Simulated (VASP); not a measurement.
# V (Pm-3m) in VASP: further runs

The runs below take V through single point, with PBE.

All numbers are computed with VASP 6.6.1; they aren't measurements. Logs are shortened: lines on timing, memory, paths and dates and some standing lists are left out, and cuts for length are marked.

## (1) The cell of the first run

Symmetry: Pm-3m, No. 221, cubic system. Conventional cell: a = 2.449 Å, b = 2.449 Å, c = 2.449 Å, α = 90.00°, β = 90.00°, γ = 90.00°. Within 3.2 Å of V (site symmetry m-3m) lie 6 V at 2.45 Å.

This isn't the form of V at room conditions, which is bcc.

## (2) Single point, PBE

The input, INCAR:

```
ALGO = Normal
EDIFF = 1E-6
ENCUT = 520
GGA = PE
ISIF = 2
ISMEAR = -1
LASPH = True
LCHARG = False
LREAL = False
LWAVE = False
NBANDS = 12
NELM = 60
PREC = Accurate
SIGMA = 0.06122561905347299
```

The input, KPOINTS:

```
k-points
0
Gamma
  22 22 22
```

The input, POSCAR:

```
V
1.0
    2.4489880591      0.0000000000      0.0000000000
    0.0000000000      2.4489880591      0.0000000000
    0.0000000000      0.0000000000      2.4489880591
V
1
Direct
    0.0000000000      0.0000000000      0.0000000000
```

Potentials or basis: VASP PAW PBE potentials, release 64 (V_sv).

Run with:

```bash
$ cat potpaw_PBE.64/V_sv/POTCAR > POTCAR
$ mpirun -np 1 vasp_std > vasp.out
```

OUTCAR:

```text
EDIFF = 1E-6
   ENCUT = 520
   GGA = PE
   ISIF = 2
   ISMEAR = -1
   LASPH = True
   LREAL = False
   NELM = 60
   PREC = Accurate

 ion  position               nearest neighbor table
   1  0.000  0.000  0.000-

  LATTYP: Found a simple cubic cell.
 ALAT       =     2.4489880591

  Lattice vectors:

 A1 = (   2.4489880591,   0.0000000000,   0.0000000000)
 A2 = (   0.0000000000,   2.4489880591,   0.0000000000)
 A3 = (   0.0000000000,   0.0000000000,   2.4489880591)

Analysis of symmetry for initial positions (statically):
=====================================================================
 Subroutine PRICEL returns:
 Original cell was already a primitive cell.

 Routine SETGRP: Setting up the symmetry group for a
 simple cubic supercell.

 Subroutine GETGRP returns: Found 48 space group operations
 (whereof 48 operations were pure point group operations)
 out of a pool of 48 trial point group operations.

The static configuration has the point symmetry O_h .

Analysis of symmetry for dynamics (positions and initial velocities):
=====================================================================
 Subroutine PRICEL returns:
 Original cell was already a primitive cell.

 Routine SETGRP: Setting up the symmetry group for a
 simple cubic supercell.

 Subroutine GETGRP returns: Found 48 space group operations
 (whereof 48 operations were pure point group operations)
 out of a pool of 48 trial point group operations.

The dynamic configuration has the point symmetry O_h .

 Subroutine INISYM returns: Found 48 space group operations
 (whereof 48 operations are pure point group operations),
 and found     1 'primitive' translations

----------------------------------------------------------------------------------------

                                     Primitive cell

  volume of cell :      14.6879

  direct lattice vectors                    reciprocal lattice vectors
     2.448988059  0.000000000  0.000000000     0.408331922  0.000000000  0.000000000
     0.000000000  2.448988059  0.000000000     0.000000000  0.408331922  0.000000000
     0.000000000  0.000000000  2.448988059     0.000000000  0.000000000  0.408331922

  length of vectors
     2.448988059  2.448988059  2.448988059     0.408331922  0.408331922  0.408331922

  position of ions in fractional coordinates (direct lattice)
     0.000000000  0.000000000  0.000000000

  ion indices of the primitive-cell ions
   primitive index   ion index
                 1           1

----------------------------------------------------------------------------------------

 KPOINTS: k-points

Automatic generation of k-mesh.
 Grid dimensions read from file:
 generate k-points for:   22   22   22

 Generating k-lattice:

  Cartesian coordinates                     Fractional coordinates (reciprocal lattice)
     0.018560542  0.000000000  0.000000000     0.045454545  0.000000000  0.000000000
     0.000000000  0.018560542  0.000000000     0.000000000  0.045454545  0.000000000
     0.000000000  0.000000000  0.018560542     0.000000000  0.000000000  0.045454545

  Length of vectors
     0.018560542  0.018560542  0.018560542

  Shift w.r.t. Gamma in fractional coordinates (k-lattice)
     0.000000000  0.000000000  0.000000000

 Subroutine IBZKPT returns following result:
 ===========================================

 Found    364 irreducible k-points:

 Following reciprocal coordinates:
            Coordinates               Weight
  0.000000  0.000000  0.000000      1.000000
  0.045455  0.000000  0.000000      6.000000
  0.090909  0.000000  0.000000      6.000000
  0.136364  0.000000  0.000000      6.000000
  0.181818  0.000000  0.000000      6.000000
  0.227273  0.000000  0.000000      6.000000
[... 16 lines left out ...]
  0.500000  0.045455  0.000000     12.000000
  0.090909  0.090909  0.000000     12.000000
 [... further k-points ...]
   k-points           NKPTS =    364   k-points in BZ     NKDIM =    364   number of bands    NBANDS=     12
   number of dos      NEDOS =    301   number of ions     NIONS =      1
   total plane-waves  NPLWV =   5832
   dimension x,y,z NGX =    18 NGY =   18 NGZ =   18
   dimension x,y,z NGXF=    36 NGYF=   36 NGZF=   36
   ions per type =               1
   NGX,Y,Z   is equivalent  to a cutoff of  12.22, 12.22, 12.22 a.u.
   NGXF,Y,Z  is equivalent  to a cutoff of  24.44, 24.44, 24.44 a.u.
 SYSTEM =  unknown system
   PREC   = accura    normal or accurate (medium, high low for compatibility)
   ISTART =      0    job   : 0-new  1-cont  2-samecut
   ICHARG =      2    charge: 1-file 2-atom 10-const
   ISPIN  =      1    spin polarized calculation?
   LNONCOLLINEAR =      F non collinear calculations
   LSORBIT =      F    spin-orbit coupling
   LASPH  =      T    aspherical Exc in radial PAW
   ENCUT  =  520.0 eV  38.22 Ry    6.18 a.u.   4.55  4.55  4.55*2*pi/ulx,y,z
   NELM   =     60;   NELMIN=  2; NELMDL= -5     # of ELM steps
   EDIFF  = 0.1E-05   stopping-criterion for ELM
   LREAL  =      F    real-space projection
   EDIFFG = 0.1E-04   stopping-criterion for IOM
   NSW    =      0    number of steps for IOM
   IBRION =     -1    ionic relax: 0-MD 1-quasi-New 2-CG
   NFREE  =      0    steps in history (QN), initial steepest desc. (CG)
   ISIF   =      2    stress and relaxation
   ISYM   =      2    0-nonsym 1-usesym 2-fastsym
   POTIM  = 0.5000    time-step for ionic-motion
   TEBEG  =    0.0;   TEEND  =   0.0 temperature during run
   PSTRESS=    0.0 pullay stress
   NELECT =      13.0000    total number of electrons
   NUPDOWN=      -1.0000    fix difference up-down
   EMIN   =  10.00;   EMAX   =-10.00  energy-range for DOS
   EFERMI =   0.00;   METHOD = LEGACY
   ISMEAR =    -1;   SIGMA  =   0.06  broadening in eV -4-tet -1-fermi 0-gaus
   EFERMI_NEDOS =   21; number of points for ismear=-14 and -15
   IALGO  =     38    algorithm
   IMIX   =      4    mixing-type and parameters
     AMIX     =   0.40;   BMIX     =  1.00
     AMIX_MAG =   1.60;   BMIX_MAG =  1.00
  volume/ion in A,a.u.               =      14.69        99.12
  Fermi-wavevector in a.u.,A,eV,Ry     =   1.571819  2.970308 33.614770  2.470616
  Thomas-Fermi vector in A             =   2.673346
   LORBIT       =      0    0 simple, 1 ext, 2 COOP (PROOUT), +10 PAW based schemes
   GGA     = PE    functional components
   LHFCALC =     F    Hartree Fock is set to
   AEXX    =    0.0000 exact exchange contribution
   IVDW    =     0    specifies the selected vdW correction
   LEPSILON=     F    determine dielectric tensor
   LRPA    =     F    only Hartree local field effects (RPA)
 non-spin polarized calculation
  energy-cutoff  :      520.00
  volume of cell :       14.69
 maximum number of plane-waves:       413
   NGX =  9   NGY =  9   NGZ =  9

 number of electron      12.9999977 magnetization

 Free energy of the ion-electron system (eV)
  ---------------------------------------------------
  ext. energy  EPLUGINS =         0.00000000
  ---------------------------------------------------
  free energy    TOTEN  =        -8.15632254 eV

  energy without entropy =       -8.14143980  energy(sigma->0) =       -8.14888117

 E-fermi :   8.8425     XC(G=0): -12.3246

 val. band max:        8.8337839983   @ k =   0.4091   0.4091   0.1818
 cond. band min:       8.8435292845   @ k =   0.4091   0.3636   0.2273
 fundamental gap:      0.0097452862
 Fermi energy:         8.8425001424

 k-point     1 :       0.0000    0.0000    0.0000
  band No.  band energies     occupation
      1     -55.0341      2.00000
      2     -28.2874      2.00000
      3     -28.2874      2.00000
      4     -28.2874      2.00000
      5       2.4871      2.00000
      6       6.7037      2.00000
      7       6.7037      2.00000
      8      12.3429      0.00000
      9      12.3429      0.00000
     10      12.3429      0.00000
     11      27.0926      0.00000
     12      27.0926      0.00000

 k-point     2 :       0.0455    0.0000    0.0000
  band No.  band energies     occupation
      1     -55.0309      2.00000
      2     -28.3096      2.00000
      3     -28.2855      2.00000
      4     -28.2855      2.00000
      5       2.5489      2.00000
      6       6.7180      2.00000
      7       6.7499      2.00000
      8      12.2950      0.00000
      9      12.2950      0.00000
     10      12.3465      0.00000
     11      26.5211      0.00000
     12      27.1889      0.00000

 k-point     3 :       0.0909    0.0000    0.0000
  band No.  band energies     occupation
      1     -55.0213      2.00000
      2     -28.3741      2.00000
      3     -28.2800      2.00000
      4     -28.2800      2.00000
      5       2.7311      2.00000
      6       6.7600      2.00000
      7       6.8858      2.00000
      8      12.1575      0.00000
      9      12.1575      0.00000
     10      12.3570      0.00000
     11      25.2630      0.00000
     12      27.4718      0.00000
[... 286 lines left out ...]
 k-point    23 :       0.5000    0.0455    0.0000
  band No.  band energies     occupation
      1     -54.8664      2.00000
      2     -29.3304      2.00000
      3     -28.2143      2.00000
      4     -28.1918      2.00000
      5       6.6582      2.00000
      6       7.5122      2.00000
      7       8.4829      1.99439
      8      10.3660      0.00000
      9      10.5306      0.00000
     10      12.4832      0.00000
     11      16.5800      0.00000
     12      28.0646      0.00000

 k-point    24 :       0.0909    0.0909    0.0000
  band No.  band energies     occupation
      1     -55.0085      2.00000
      2     -28.3715      2.00000
      3     -28.3610      2.00000
      4     -28.2726      2.00000
      5       2.9712      2.00000
      6       6.8776      2.00000
      7       7.0081      2.00000
      8      11.9638      0.00000
      9      12.1375      0.00000
     10      12.2109      0.00000
     11      25.4624      0.00000
     12      25.6583      0.00000

 [... further k-points ...]

------------------------ aborting loop because EDIFF is reached ----------------------------------------

  FORCE on cell =-STRESS in cart. coord.  units (eV):
  Direction    XX          YY          ZZ          XY          YZ          ZX
  --------------------------------------------------------------------------------------
  -------------------------------------------------------------------------------------
  Total        0.0133639      0.0133639      0.0133639      0.0000000      0.0000000      0.0000000
  in kB        1.4577537      1.4577537      1.4577537      0.0000000      0.0000000      0.0000000
  external PRESSURE =       1.4577537 kB  Pullay stress =       0.0000000 kB

 VOLUME and BASIS-vectors are now :
 -----------------------------------------------------------------------------
  energy-cutoff  :      520.00
  volume of cell :       14.69
      direct lattice vectors                 reciprocal lattice vectors
     2.448988059  0.000000000  0.000000000     0.408331922  0.000000000  0.000000000
     0.000000000  2.448988059  0.000000000     0.000000000  0.408331922  0.000000000
     0.000000000  0.000000000  2.448988059     0.000000000  0.000000000  0.408331922

 POSITION                                       TOTAL-FORCE (eV/Angst)
 -----------------------------------------------------------------------------------
      0.00000      0.00000      0.00000         0.000000      0.000000      0.000000
 -----------------------------------------------------------------------------------
    total drift:                               -0.000000      0.000000      0.000000

  FREE ENERGIE OF THE ION-ELECTRON SYSTEM (eV)
  ---------------------------------------------------
  free  energy   TOTEN  =        -8.1563225414 eV

  energy  without entropy=       -8.1414397988  energy(sigma->0) =       -8.14888117
```

Run time: 47 s. Hardware: 1 thread of Intel Xeon 8259CL, shared host; peak memory 0.17 GiB.

What came out:

```
Free energy            : -8.1563 eV
Pressure               : 0.1 GPa
Band gap on the k mesh : zero (an odd number of electrons rules out a gap without spin polarisation)
```

## (3) Single point, PBE

This run uses another cell than the first one, of 14.98 Å³/atom.

The input, INCAR:

```
SYSTEM = V
PREC = Accurate
ENCUT = 520
EDIFF = 1E-7
ISMEAR = -1
SIGMA = 0.06122561905347299
LREAL = .FALSE.
LASPH = .TRUE.
NELM = 100
ALGO = Normal
ISIF = 2
LWAVE = .FALSE.
LCHARG = .FALSE.
GGA = PE
NBANDS = 12
```

The input, KPOINTS:

```
regular mesh
0
G
  22 22 22
  0 0 0
```

The input, POSCAR:

```
V
1.0
    2.4652069957      0.0000000000      0.0000000000
    0.0000000000      2.4652069957      0.0000000000
    0.0000000000      0.0000000000      2.4652069957
V
1
Direct
    0.0000000000      0.0000000000      0.0000000000
```

Potentials or basis: VASP PAW PBE potentials, release 64 (V_sv).

Run with:

```bash
$ cat potpaw_PBE.64/V_sv/POTCAR > POTCAR
$ mpirun -np 1 vasp_std > vasp.out
```

Wall time 55 s (1 thread of Intel Xeon 8259CL, shared host); peak memory 0.17 GiB.

It converged, with:

```
Free energy            : -8.1543 eV
Pressure               : -2.5 GPa
Band gap on the k mesh : zero (an odd number of electrons rules out a gap without spin polarisation)
```

Levels at points of the mesh, in eV from the Fermi level:
```tsv
k point	band 5	band 6	band 7	band 8	band 9	band 10
(0.00, 0.00, 0.00)	-6.31	-2.08	-2.08	3.42	3.42	3.42
(0.50, 0.00, 0.00)	-2.24	-1.34	-0.21	1.49	1.49	3.59
(0.50, 0.50, 0.00)	-3.45	-0.70	1.91	1.91	4.61	5.99
(0.50, 0.50, 0.50)	-1.87	-1.87	-1.87	4.72	4.72	10.33
```
